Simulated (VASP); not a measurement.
Here is a VASP 6.6.1 calculation.

INCAR

```
SYSTEM = BP
ALGO = Normal
EDIFF = 1E-6
ENCUT = 500
GGA = PE
GGA_COMPAT = .False.
ISIF = 2
ISMEAR = 0
LASPH = .True.
LCHARG = .True.
LELF = .True.
LREAL = .False.
LVHAR = .True.
LWAVE = .False.
NBANDS = 11
NELM = 120
PREC = Accurate
SIGMA = 0.02
```

File KPOINTS:

```
k-points
0
Gamma
  8 8 8
  0 0 0
```

Contents of POSCAR:

```
BP
1.0
    0.0000000000      2.2690000000      2.2690000000
    2.2690000000      0.0000000000      2.2690000000
    2.2690000000      2.2690000000      0.0000000000
B P
1 1
Direct
    0.0000000000      0.0000000000      0.0000000000
    0.2500000000      0.2500000000      0.2500000000
```

Potentials or basis: VASP PAW PBE potentials, release 64 (B, P).

Launch:

```console
$ cat potpaw_PBE.64/B/POTCAR potpaw_PBE.64/P/POTCAR > POTCAR
$ mpirun -np 1 vasp_std > vasp.out
```

(1) Estimate the pressure.

(2) Estimate the band gap on the k mesh.

Results:

(1) 0.9 GPa.

(2) 1.27 eV, indirect (least direct gap 3.40 eV).
